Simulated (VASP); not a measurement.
# Cd (Pm-3m) in VASP: notebook

The runs below take Cd through single point, with PBE.

All numbers are computed with VASP 6.6.1; they aren't measurements. Logs are shortened: lines on timing, memory, paths and dates and some standing lists are left out, and cuts for length are marked.

**1. The cell of the first run**

The structure is cubic, space group Pm-3m (No. 221). The conventional cell has a = 3.072 Å, b = 3.072 Å, c = 3.072 Å, α = 90.00°, β = 90.00°, γ = 90.00°. Within 4.0 Å of Cd (site symmetry m-3m) lie 6 Cd at 3.07 Å.

**2. Single point, PBE (volume scaled by 1.08)**

File INCAR:

```
SYSTEM = Cd
PREC     = Accurate       ! precision mode
ENCUT    = 520            ! plane-wave cutoff, eV
EDIFF    = 1E-7           ! SCF threshold, eV
ISMEAR   = -1             ! smearing method
SIGMA    = 0.1            ! smearing width, eV
LREAL    = .False.        ! projectors in reciprocal space
LASPH    = .True.         ! aspherical terms in the spheres
NELM     = 60             ! most SCF steps
ALGO     = Normal         ! electronic algorithm
ISIF     = 2              ! what is computed and relaxed
LWAVE    = .False.        ! write WAVECAR
LCHARG   = .False.        ! write CHGCAR
GGA      = PE             ! functional
NBANDS   = 12             ! bands
```

File KPOINTS:

```
regular mesh
0
Gamma
  17 17 17
  0 0 0
```

File POSCAR:

```
Cd
1.0
    3.0722008964      0.0000000000      0.0000000000
    0.0000000000      3.0722008964      0.0000000000
    0.0000000000      0.0000000000      3.0722008964
Cd
1
Direct
    0.0000000000      0.0000000000      0.0000000000
```

Potentials or basis: VASP PAW PBE potentials, release 64 (Cd).

On the command line:

```console
$ cat potpaw_PBE.64/Cd/POTCAR > POTCAR
$ mpirun -np 1 vasp_std > vasp.out
```

OUTCAR:

```text
SYSTEM = Cd
   PREC = Accurate
   ENCUT = 520
   EDIFF = 1E-7
   ISMEAR = -1
   LREAL = .False.
   LASPH = .True.
   NELM = 60
   ISIF = 2
   GGA = PE

 ion  position               nearest neighbor table
   1  0.000  0.000  0.000-

  LATTYP: Found a simple cubic cell.
 ALAT       =     3.0722008964

  Lattice vectors:

 A1 = (   3.0722008964,   0.0000000000,   0.0000000000)
 A2 = (   0.0000000000,   3.0722008964,   0.0000000000)
 A3 = (   0.0000000000,   0.0000000000,   3.0722008964)

Analysis of symmetry for initial positions (statically):
=====================================================================
 Subroutine PRICEL returns:
 Original cell was already a primitive cell.

 Routine SETGRP: Setting up the symmetry group for a
 simple cubic supercell.

 Subroutine GETGRP returns: Found 48 space group operations
 (whereof 48 operations were pure point group operations)
 out of a pool of 48 trial point group operations.

The static configuration has the point symmetry O_h .

Analysis of symmetry for dynamics (positions and initial velocities):
=====================================================================
 Subroutine PRICEL returns:
 Original cell was already a primitive cell.

 Routine SETGRP: Setting up the symmetry group for a
 simple cubic supercell.

 Subroutine GETGRP returns: Found 48 space group operations
 (whereof 48 operations were pure point group operations)
 out of a pool of 48 trial point group operations.

The dynamic configuration has the point symmetry O_h .

 Subroutine INISYM returns: Found 48 space group operations
 (whereof 48 operations are pure point group operations),
 and found     1 'primitive' translations

----------------------------------------------------------------------------------------

                                     Primitive cell

  volume of cell :      28.9967

  direct lattice vectors                    reciprocal lattice vectors
     3.072200896  0.000000000  0.000000000     0.325499547  0.000000000  0.000000000
     0.000000000  3.072200896  0.000000000     0.000000000  0.325499547  0.000000000
     0.000000000  0.000000000  3.072200896     0.000000000  0.000000000  0.325499547

  length of vectors
     3.072200896  3.072200896  3.072200896     0.325499547  0.325499547  0.325499547

  position of ions in fractional coordinates (direct lattice)
     0.000000000  0.000000000  0.000000000

  ion indices of the primitive-cell ions
   primitive index   ion index
                 1           1

----------------------------------------------------------------------------------------

 KPOINTS: regular mesh

Automatic generation of k-mesh.
 Grid dimensions read from file:
 generate k-points for:   17   17   17

 Generating k-lattice:

  Cartesian coordinates                     Fractional coordinates (reciprocal lattice)
     0.019147032  0.000000000  0.000000000     0.058823529  0.000000000  0.000000000
     0.000000000  0.019147032  0.000000000     0.000000000  0.058823529  0.000000000
     0.000000000  0.000000000  0.019147032     0.000000000  0.000000000  0.058823529

  Length of vectors
     0.019147032  0.019147032  0.019147032

  Shift w.r.t. Gamma in fractional coordinates (k-lattice)
     0.000000000  0.000000000  0.000000000

 Subroutine IBZKPT returns following result:
 ===========================================

 Found    165 irreducible k-points:

 Following reciprocal coordinates:
            Coordinates               Weight
  0.000000  0.000000  0.000000      1.000000
  0.058824  0.000000  0.000000      6.000000
  0.117647  0.000000  0.000000      6.000000
  0.176471  0.000000  0.000000      6.000000
  0.235294  0.000000  0.000000      6.000000
  0.294118  0.000000  0.000000      6.000000
[... 16 lines left out ...]
  0.411765  0.117647  0.000000     24.000000
  0.470588  0.117647  0.000000     24.000000
 [... further k-points ...]
   k-points           NKPTS =    165   k-points in BZ     NKDIM =    165   number of bands    NBANDS=     12
   number of dos      NEDOS =    301   number of ions     NIONS =      1
   total plane-waves  NPLWV =  13824
   dimension x,y,z NGX =    24 NGY =   24 NGZ =   24
   dimension x,y,z NGXF=    48 NGYF=   48 NGZF=   48
   ions per type =               1
   NGX,Y,Z   is equivalent  to a cutoff of  12.99, 12.99, 12.99 a.u.
   NGXF,Y,Z  is equivalent  to a cutoff of  25.97, 25.97, 25.97 a.u.
 SYSTEM =  Cd
   PREC   = accura    normal or accurate (medium, high low for compatibility)
   ISTART =      0    job   : 0-new  1-cont  2-samecut
   ICHARG =      2    charge: 1-file 2-atom 10-const
   ISPIN  =      1    spin polarized calculation?
   LNONCOLLINEAR =      F non collinear calculations
   LSORBIT =      F    spin-orbit coupling
   LASPH  =      T    aspherical Exc in radial PAW
   ENCUT  =  520.0 eV  38.22 Ry    6.18 a.u.   5.71  5.71  5.71*2*pi/ulx,y,z
   NELM   =     60;   NELMIN=  2; NELMDL= -5     # of ELM steps
   EDIFF  = 0.1E-06   stopping-criterion for ELM
   LREAL  =      F    real-space projection
   EDIFFG = 0.1E-05   stopping-criterion for IOM
   NSW    =      0    number of steps for IOM
   IBRION =     -1    ionic relax: 0-MD 1-quasi-New 2-CG
   NFREE  =      0    steps in history (QN), initial steepest desc. (CG)
   ISIF   =      2    stress and relaxation
   ISYM   =      2    0-nonsym 1-usesym 2-fastsym
   POTIM  = 0.5000    time-step for ionic-motion
   TEBEG  =    0.0;   TEEND  =   0.0 temperature during run
   PSTRESS=    0.0 pullay stress
   NELECT =      12.0000    total number of electrons
   NUPDOWN=      -1.0000    fix difference up-down
   EMIN   =  10.00;   EMAX   =-10.00  energy-range for DOS
   EFERMI =   0.00;   METHOD = LEGACY
   ISMEAR =    -1;   SIGMA  =   0.10  broadening in eV -4-tet -1-fermi 0-gaus
   EFERMI_NEDOS =   21; number of points for ismear=-14 and -15
   IALGO  =     38    algorithm
   IMIX   =      4    mixing-type and parameters
     AMIX     =   0.40;   BMIX     =  1.00
     AMIX_MAG =   1.60;   BMIX_MAG =  1.00
  volume/ion in A,a.u.               =      29.00       195.68
  Fermi-wavevector in a.u.,A,eV,Ry     =   1.219979  2.305426 20.250209  1.488348
  Thomas-Fermi vector in A             =   2.355212
   LORBIT       =      0    0 simple, 1 ext, 2 COOP (PROOUT), +10 PAW based schemes
   GGA     = PE    functional components
   LHFCALC =     F    Hartree Fock is set to
   AEXX    =    0.0000 exact exchange contribution
   IVDW    =     0    specifies the selected vdW correction
   LEPSILON=     F    determine dielectric tensor
   LRPA    =     F    only Hartree local field effects (RPA)
 non-spin polarized calculation
  energy-cutoff  :      520.00
  volume of cell :       29.00
 maximum number of plane-waves:       804
 NGX is ok and might be reduce to    24
   NGX = 11   NGY = 11   NGZ = 11

 number of electron      11.9999988 magnetization

 Free energy of the ion-electron system (eV)
  ---------------------------------------------------
  ext. energy  EPLUGINS =         0.00000000
  ---------------------------------------------------
  free energy    TOTEN  =        -0.61801895 eV

  energy without entropy =       -0.60434843  energy(sigma->0) =       -0.61118369

 E-fermi :   1.0279     XC(G=0):  -9.4708

 val. band max:        0.9530882567   @ k =   0.4118   0.1176   0.0588
 cond. band min:       1.0442594307   @ k =   0.4706   0.2941   0.0000
 fundamental gap:      0.0911711740
 Fermi energy:         1.0279421291

 k-point     1 :       0.0000    0.0000    0.0000
  band No.  band energies     occupation
      1      -8.2011      2.00000
      2      -8.2011      2.00000
      3      -7.0923      2.00000
      4      -7.0923      2.00000
      5      -7.0923      2.00000
      6      -5.9518      2.00000
      7      10.3178      0.00000
      8      10.3178      0.00000
      9      10.3178      0.00000
     10      13.6177      0.00000
     11      13.6177      0.00000
     12      14.2631      0.00000

 k-point     2 :       0.0588    0.0000    0.0000
  band No.  band energies     occupation
      1      -8.1980      2.00000
      2      -8.1779      2.00000
      3      -7.1037      2.00000
      4      -7.1037      2.00000
      5      -7.0913      2.00000
      6      -5.8925      2.00000
      7       9.5024      0.00000
      8      10.3910      0.00000
      9      10.3910      0.00000
     10      13.6455      0.00000
     11      13.9615      0.00000
     12      14.8465      0.00000

 k-point     3 :       0.1176    0.0000    0.0000
  band No.  band energies     occupation
      1      -8.1894      2.00000
      2      -8.1132      2.00000
      3      -7.1362      2.00000
      4      -7.1362      2.00000
      5      -7.0886      2.00000
      6      -5.7115      2.00000
      7       7.9954      0.00000
      8      10.6076      0.00000
      9      10.6076      0.00000
     10      13.7289      0.00000
     11      14.1200      0.00000
     12      16.5279      0.00000
[... 286 lines left out ...]
 k-point    23 :       0.4118    0.1176    0.0000
  band No.  band energies     occupation
      1      -8.0541      2.00000
      2      -7.5872      2.00000
      3      -7.4775      2.00000
      4      -7.3872      2.00000
      5      -7.1070      2.00000
      6      -2.5982      2.00000
      7       0.8912      1.59395
      8      10.8100      0.00000
      9      13.5520      0.00000
     10      13.9114      0.00000
     11      15.2526      0.00000
     12      18.4038      0.00000

 k-point    24 :       0.4706    0.1176    0.0000
  band No.  band energies     occupation
      1      -8.0478      2.00000
      2      -7.5523      2.00000
      3      -7.5002      2.00000
      4      -7.4078      2.00000
      5      -7.1049      2.00000
      6      -1.7413      2.00000
      7      -0.1960      1.99999
      8      11.4185      0.00000
      9      13.1467      0.00000
     10      13.9915      0.00000
     11      15.4698      0.00000
     12      17.7936      0.00000

 [... further k-points ...]

------------------------ aborting loop because EDIFF is reached ----------------------------------------

  FORCE on cell =-STRESS in cart. coord.  units (eV):
  Direction    XX          YY          ZZ          XY          YZ          ZX
  --------------------------------------------------------------------------------------
  -------------------------------------------------------------------------------------
  Total       -0.2923727     -0.2923727     -0.2923727      0.0000000      0.0000000      0.0000000
  in kB      -16.1546871    -16.1546871    -16.1546871      0.0000000      0.0000000      0.0000000
  external PRESSURE =     -16.1546871 kB  Pullay stress =       0.0000000 kB

 VOLUME and BASIS-vectors are now :
 -----------------------------------------------------------------------------
  energy-cutoff  :      520.00
  volume of cell :       29.00
      direct lattice vectors                 reciprocal lattice vectors
     3.072200896  0.000000000  0.000000000     0.325499547  0.000000000  0.000000000
     0.000000000  3.072200896  0.000000000     0.000000000  0.325499547  0.000000000
     0.000000000  0.000000000  3.072200896     0.000000000  0.000000000  0.325499547

 POSITION                                       TOTAL-FORCE (eV/Angst)
 -----------------------------------------------------------------------------------
      0.00000      0.00000      0.00000         0.000000      0.000000      0.000000
 -----------------------------------------------------------------------------------
    total drift:                                0.000000      0.000000     -0.000000

  FREE ENERGIE OF THE ION-ELECTRON SYSTEM (eV)
  ---------------------------------------------------
  free  energy   TOTEN  =        -0.6180189480 eV

  energy  without entropy=       -0.6043484336  energy(sigma->0) =       -0.61118369
```

Wall time 14 s (1 thread of AMD EPYC 9R45 (Zen 5), shared host); peak memory 0.15 GiB.

Results:

| Item | Value |
| --- | --- |
| Free energy | -0.6180 eV |
| Pressure | -1.6 GPa |
| Band gap on the k mesh | zero (band 6 reaches 4.76 eV, above the bottom of band 7 at -0.46 eV) |

Caveat: the cell differs from its parent crystal (volume scaled by 1.08).

**3. Single point, PBE (volume scaled by 1.12)**

File INCAR:

```
SYSTEM = Cd
PREC = Accurate ; ENCUT = 520
EDIFF = 1E-6 ; ISMEAR = -1
SIGMA = 0.1 ; LREAL = .FALSE.
LASPH = .TRUE. ; NELM = 60
ALGO = Normal ; ISIF = 2
LWAVE = .FALSE. ; LCHARG = .TRUE.
GGA = PE ; LELF = .TRUE.
LVHAR = .TRUE. ; NBANDS = 12
```

File KPOINTS:

```
Automatic mesh
0
G
  17 17 17
  0 0 0
```

File POSCAR:

```
Cd
1.0
    3.1096704538      0.0000000000      0.0000000000
    0.0000000000      3.1096704538      0.0000000000
    0.0000000000      0.0000000000      3.1096704538
Cd
1
Direct
    0.0000000000      0.0000000000      0.0000000000
```

Potentials or basis: VASP PAW PBE potentials, release 64 (Cd).

On the command line:

```console
$ cat potpaw_PBE.64/Cd/POTCAR > POTCAR
$ mpirun -np 1 vasp_std > vasp.out
```

Run time: 15 s. Hardware: 1 thread of AMD EPYC 9R45 (Zen 5), shared host; peak memory 0.15 GiB.

Results (log left out):

| Item | Value |
| --- | --- |
| Free energy | -0.6050 eV |
| Pressure | -2.2 GPa |
| Band gap on the k mesh | zero (band 6 reaches 4.46 eV, above the bottom of band 7 at -0.55 eV) |

Levels at points of the mesh, in eV from the Fermi level:
```tsv
k point	band 3	band 4	band 5	band 6	band 7	band 8	band 9	band 10
(0.00, 0.00, 0.00)	-8.12	-8.12	-8.12	-6.79	9.07	9.07	9.07	12.30
```

Caveat: the cell differs from its parent crystal (volume scaled by 1.12).

**4. Single point, PBE, non-collinear spin, zero start, spin-orbit coupling**

This run uses another cell than the first one, of 26.85 Å³/atom, 0.926 times its volume.

File INCAR:

```
PREC = Accurate
ENCUT = 520
EDIFF = 1E-6
ISMEAR = -1
SIGMA = 0.1
LREAL = F
LASPH = T
NELM = 150
ALGO = Normal
ISIF = 2
LWAVE = F
LCHARG = F
MAGMOM = 0 0 0
LORBIT = 11
LSORBIT = T
GGA_COMPAT = F
LORBMOM = T
GGA = PE
NBANDS = 23
```

File KPOINTS:

```
regular mesh
0
Gamma
  11 11 11
```

File POSCAR:

```
Cd
1.0
    2.9943899721      0.0000000000      0.0000000000
    0.0000000000      2.9943899721      0.0000000000
    0.0000000000      0.0000000000      2.9943899721
Cd
1
Direct
    0.0000000000      0.0000000000      0.0000000000
```

On the command line:

```console
$ cat potpaw_PBE.64/Cd/POTCAR > POTCAR
$ mpirun -np 1 vasp_ncl > vasp.out
```

Run time: 22 s. Hardware: 1 thread of AMD EPYC 9R45 (Zen 5), shared host; peak memory 0.19 GiB.

It converged, with:

* Free energy: -0.6599 eV
* Pressure: 0.1 GPa
* Net moment: 0.00 μB per cell
* Valence electrons inside the program's atomic spheres: Cd 10.30

Moments on the atoms (μB; x, y, z):
```
Cd  0.00 0.00 0.00
```

**5. Overview**

```csv
spin,cell,k mesh,gap on the mesh (eV),pressure (GPa)
off,"a = 3.072 Å, 1 atom",17 × 17 × 17,none,-1.6
off,"a = 3.110 Å, 1 atom",17 × 17 × 17,none,-2.2
"non-collinear, zero start, SOC","a = 2.994 Å, 1 atom",11 × 11 × 11,-,0.1
```

Alike in all rows: task single point; level PBE; potentials or basis VASP PAW PBE potentials, release 64 (Cd); cutoff (eV) 520; smearing fermi-dirac 0.1 eV.

Absolute energies hang on the potentials; compare differences alone.
